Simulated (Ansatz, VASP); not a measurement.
# One calculation of ZnSe, two programs

The input INCAR:

```
PREC = Accurate ; ENCUT = 600
EDIFF = 1E-7 ; ISMEAR = -1
SIGMA = 0.1 ; LREAL = False
LASPH = True ; NELM = 100
ALGO = Normal ; ISIF = 3
LWAVE = False ; LCHARG = False
GGA = PE ; IBRION = 2
NSW = 60 ; EDIFFG = -0.005
```

Contents of KPOINTS:

```
Automatic mesh
0
Gamma
  11 11 11
```

POSCAR

```
ZnSe
1.0
    0.0000000000      2.8798249876      2.8798249876
    2.8798249876      0.0000000000      2.8798249876
    2.8798249876      2.8798249876      0.0000000000
Zn Se
1 1
Direct
    0.0000000000      0.0000000000      0.0000000000
    0.2500000000      0.2500000000      0.2500000000
```

Input for Ansatz:

```yaml
crystal:
  lattice:
    - [0.0, 2.8798249876, 2.8798249876]
    - [2.8798249876, 0.0, 2.8798249876]
    - [2.8798249876, 2.8798249876, 0.0]
  atoms:
    - { symbol: Zn, position: [0.0, 0.0, 0.0] }
    - { symbol: Se, position: [0.25, 0.25, 0.25] }
kpoints:
  mp_grid: { grid: [11, 11, 11] }
scf:
  occupations: { method: fermi_dirac, width: 0.1 }
hamiltonian:
  xc: pbe
  pseudopotentials: { kind: paw }
output:
  forces: true
  stress: true
relax:
  f_tol: 0.005
  max_steps: 40
  cell: {}
```

Alike in both runs: task relaxation of cell and atoms; functional PBE; k mesh 11 × 11 × 11; occupations fermi-dirac, width 0.1 eV; no spin polarisation.

|  | VASP | Ansatz |
| --- | --- | --- |
| version | VASP 6.6.1 | Ansatz 0.2.0 |
| potentials or method | VASP PAW PBE potentials, release 64 (Zn, Se) | PAW with Ansatz's default frozen-core files, scalar-relativistic |
| plane-wave cutoff (eV) | 600 | 420 |
| valence electrons in the cell | 18 | 28 |

VASP gave:

| Quantity | Value |
| --- | --- |
| relaxed volume (Å³/atom) | 23.63 |
| relaxed length of the cell vector where the two differ most in proportion (Å) | 4.058 |

**Question.** What did Ansatz give for the same quantities?

**Answer.** Relaxed volume (Å³/atom): 23.55; relaxed length of the cell vector where the two differ most in proportion (Å): 4.054.

VASP's potentials hold 18 valence electrons a cell and Ansatz's 28, so a difference there can come from the potentials and not from the codes.
